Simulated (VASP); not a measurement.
Wanted: the native input for a VASP 6.6.1 run.

| Item | Value |
| --- | --- |
| Task | single point |
| Functional | PBE |
| Potentials or basis | VASP PAW PBE potentials, release 64 (Ta_pv, N, H) |
| Cutoff | 520 eV |
| k mesh | 9 × 9 × 1 |
| Occupations | gaussian, width 0.1 eV |
| Spin | collinear spin |
| Starting moments | [0.0, 0.0, 0.0, 0.0, 0.0, 0.0, 1.0] μB |
| Dipole correction | yes |
| Further INCAR settings | ALGO = Normal; EDIFF = 1e-07; NBANDS = 38 |

The structure of Ta3HN3 lies in POSCAR:

```
Ta3HN3
1.0
    3.1228193035      0.0000000000      0.0000000000
    0.0000000000      3.1228193035      0.0000000000
    0.0000000000      0.0000000000     21.5908392430
Ta N H
3 3 1
Direct
    0.0000000000      0.0000000000      0.1852637572
    0.5000000000      0.5000000000      0.2890369107
    0.0000000000      0.0000000000      0.3832407719
    0.5000000000      0.5000000000      0.1852637572
    0.0000000000      0.0000000000      0.2843927699
    0.5000000000      0.5000000000      0.3978927890
    1.0000000000      1.0000000000      0.4835772767
```

The input as run:

INCAR

```
SYSTEM = Ta3HN3
PREC = Accurate
ENCUT = 520
EDIFF = 1E-7
ISMEAR = 0
SIGMA = 0.1
LREAL = .FALSE.
LASPH = .TRUE.
NELM = 150
ALGO = Normal
ISIF = 2
LWAVE = .FALSE.
LCHARG = .FALSE.
ISPIN = 2
MAGMOM = 0 0 0 0 0 0 1
LORBIT = 11
LMAXMIX = 4
LDIPOL = .TRUE.
IDIPOL = 3
DIPOL = 0.5 0.5 0.316
GGA = PE
NBANDS = 38
```

KPOINTS

```
Automatic mesh
0
G
  9 9 1
  0 0 0
```

Potentials or basis: VASP PAW PBE potentials, release 64 (Ta_pv, N, H).

The run is started by

```console
$ cat potpaw_PBE.64/Ta_pv/POTCAR potpaw_PBE.64/N/POTCAR potpaw_PBE.64/H/POTCAR > POTCAR
$ mpirun -np 1 vasp_std > vasp.out
```

It gave:

```
Largest force                                         : 4.996 eV/Å
Net moment                                            : 0.00 μB per cell
Valence electrons inside the program's atomic spheres : Ta 8.78, 8.96, 8.77; N 3.70, 3.76, 3.63; H 0.44
```

Run time: 19 min on 1 thread of Oxide Virtual Turin-like Processor (shared host), peak memory 0.44 GiB.
